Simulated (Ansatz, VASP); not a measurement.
One calculation of Co, two programs

The input INCAR:

```
PREC = Accurate ; ENCUT = 520
EDIFF = 1E-6 ; ISMEAR = -1
SIGMA = 0.05 ; LREAL = F
LASPH = T ; NELM = 150
ALGO = Normal ; ISIF = 2
LWAVE = F ; LCHARG = F
ISPIN = 2 ; MAGMOM = 2 2
LORBIT = 11 ; LMAXMIX = 4
NBANDS = 20
```

KPOINTS

```
Automatic mesh
0
Gamma
  12 12 7
```

Contents of POSCAR:

```
Co
1.0
    2.4706706468      0.0000000000      0.0000000000
   -1.2353353234      2.1396635445      0.0000000000
    0.0000000000      0.0000000000      4.0360182824
Co
2
Direct
    0.3333333333      0.6666666667      0.7401390000
    0.6666666667      0.3333333333      0.2598610000
```

Contents of input.yaml:

```yaml
crystal:
  lattice:
    - [2.4706706468, 0.0, 0.0]
    - [-1.2353353234, 2.1396635445, 0.0]
    - [0.0, 0.0, 4.0360182824]
  atoms:
    - { symbol: Co, position: [0.3333333333, 0.6666666667, 0.740139], spin: 2.0 }
    - { symbol: Co, position: [0.6666666667, 0.3333333333, 0.259861], spin: 2.0 }
kpoints:
  mp_grid: { grid: [12, 12, 7] }
scf:
  occupations: { method: fermi_dirac, width: 0.05 }
hamiltonian:
  xc: lda
  pseudopotentials: { kind: all_electron, lapw: { basis_error: 0.001 } }
magnetization:
  spin_polarized: true
output:
  forces: true
  stress: true
  eigenvalues: true
```

Change from the starting cell: volume scaled by 0.98.

Alike in both runs: task single point; functional LDA; k mesh 12 × 12 × 7; occupations fermi-dirac, width 0.05 eV; collinear spin.

```csv
,VASP,Ansatz
version,VASP 6.6.1,Ansatz 0.2.0
potentials or method,"VASP PAW LDA potentials, release 64 (Co), cutoff 520 eV","all-electron LAPW, scalar-relativistic"
```

Ansatz gave:

- gap on the k mesh at the Fermi level (eV): none
- pressure (GPa): -14.2
- traceless stress, the component that is largest in VASP (GPa): -1.88
- rms of the force components (eV/Å): 0.275
- net moment per atom (μB): 1.56
- size of the moment on the site where the two differ most (μB): 1.60

Estimate VASP's values.

gap on the k mesh at the Fermi level (eV): none; pressure (GPa): -15.2; traceless stress, the component that is largest in VASP (GPa): -1.76; rms of the force components (eV/Å): 0.276; net moment per atom (μB): 1.52; size of the moment on the site where the two differ most (μB): 1.52.

LDA's correlation is that of Perdew and Zunger in VASP and of Perdew and Wang (1992) in Ansatz. Site moments also hang on the region over which each program counts them. Atom by atom the forces differ by 0.002 eV/Å (rms over components). A gap of «none» marks a metal or a gap that the smearing closes. Ansatz ran all-electron here, and VASP with PAW potentials.
